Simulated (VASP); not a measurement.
Crystal: SnTe.

```
Sn Te
1.0
     0.00000    3.15085    3.15085
     3.15085    0.00000    3.15085
     3.15085    3.15085    0.00000
Sn Te
1 1
Direct
  0.00000 0.00000 0.00000
  0.50000 0.50000 0.50000
```

| Item | Value |
| --- | --- |
| Program | VASP 6.6.1 |
| Task | relaxation of cell and atoms |
| Functional | LDA |
| Potentials or basis | VASP PAW LDA potentials, release 64 (Sn_d, Te) |
| Cutoff | 600 eV |
| k mesh | 14 × 14 × 14 |
| Occupations | fermi-dirac, width 0.1 eV |
| Spin | no spin polarisation |

At the start: pressure -1.4 GPa; volume 31.28 Å³/atom.

Problem. How do energy, volume and symmetry change on relaxing?

Solution. Over 3 steps the energy falls by 4.3 meV/atom and the volume is 30.35 Å³/atom (-3.0 %); space group Fm-3m (No. 225, to 0.1 Å) before and after.

The path:
```csv
step,energy change (eV),largest force (eV/Å),pressure (GPa),volume (Å³)
1,0.0000,0.0000,-1.45,62.56
2,-0.0074,0.0000,0.56,60.03
3,-0.0085,0.0000,0.00,60.71
```

Final structure:
```
Sn Te
1.0
     0.00000    3.11937    3.11937
     3.11937    0.00000    3.11937
     3.11937    3.11937    0.00000
Sn Te
1 1
Direct
  0.00000 0.00000 0.00000
  0.50000 0.50000 0.50000
```
